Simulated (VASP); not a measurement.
Runs of VASP 6.6.1 on Sb. The structure is that of space group P6_3/mmc (No. 194), or close to it. The cells are those of the table. This isn't the form of Sb at room conditions, which is rhombohedral.

```csv
cell,gap on the mesh (eV),pressure (GPa)
"a = 3.420, b = 3.420, c = 5.330 Å, angles 90.0, 90.0, 120.0°, 2 atoms",none,-2.1
"a = 3.470, b = 3.470, c = 5.170 Å, angles 90.0, 90.0, 120.0°, 2 atoms",none,-2.1
"a = 3.420, b = 3.420, c = 5.410 Å, angles 90.0, 90.0, 120.0°, 2 atoms",none,(a)
"a = 3.470, b = 3.470, c = 5.250 Å, angles 90.0, 90.0, 120.0°, 2 atoms",none,-2.9
```

Alike in all rows: task single point; level PBE+D3(BJ); potentials or basis VASP PAW PBE potentials, release 64 (Sb); no spin polarisation; k mesh 18 × 18 × 10; cutoff (eV) 520; smearing gaussian 0.15 eV.

**Question.** Estimate the missing entries.

**Answer.** (a) -3.0.

Caveats: spin-orbit coupling is left out, which moves the levels of the heavy elements; the cell stands under tension (at least some runs).

A k mesh can miss the band edges, and the runs leave out spin-orbit coupling on Sb.

A gap of «none» marks levels without a gap at the run's occupations.
